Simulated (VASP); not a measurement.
Wanted: the native input for a VASP 6.6.1 run.

```
Task                   : single point
Functional             : PBE
Potentials or basis    : VASP PAW PBE potentials, release 64 (Cu, O)
Cutoff                 : 520 eV
k mesh                 : 10 × 10 × 5
Occupations            : gaussian, width 0.025 eV
Spin                   : no spin polarisation
Dipole correction      : no
Further INCAR settings : ALGO = Normal; EDIFF = 1e-07; NBANDS = 25
```

The structure of CuO lies in POSCAR:

```
CuO
1.0
    2.3418500000     -1.7113000000      0.0000000000
    2.3418500000      1.7113000000      0.0000000000
   -0.8500274268      0.0000000000      5.0578693947
Cu O
2 2
Direct
    0.5000000000      0.0000000000      0.5000000000
    0.0000000000      0.5000000000      0.0000000000
    0.4184000000      0.5816000000      0.7500000000
    0.5816000000      0.4184000000      0.2500000000
```

The input as run:

INCAR

```
  PREC = Accurate
  ENCUT = 520
  EDIFF = 1E-7
  ISMEAR = 0
  SIGMA = 0.025
  LREAL = False
  LASPH = True
  NELM = 80
  ALGO = Normal
  ISIF = 2
  LWAVE = False
  LCHARG = True
  GGA = PE
  LELF = True
  LVHAR = True
  NBANDS = 25
```

KPOINTS

```
Automatic mesh
0
Gamma
  10 10 5
```

Potentials or basis: VASP PAW PBE potentials, release 64 (Cu, O).

Launch:

```bash
$ cat potpaw_PBE.64/Cu/POTCAR potpaw_PBE.64/O/POTCAR > POTCAR
$ mpirun -np 1 vasp_std > vasp.out
```

Results of the run:

```json
{"Pressure": "6.3 GPa", "Largest force": "0.218 eV/Å", "Band gap on the k mesh": "zero (bands 17 and 18 overlap by 0.60 eV)"}
```

Caveat: the cell stands under pressure; semilocal functionals often make such compounds metallic where correlation or magnetic order opens a gap, which also shifts bond lengths.

It took 88 s on 1 thread of AMD EPYC 9R45 96-Core Processor (Zen 5), with other jobs on the host, peak memory 0.22 GiB.
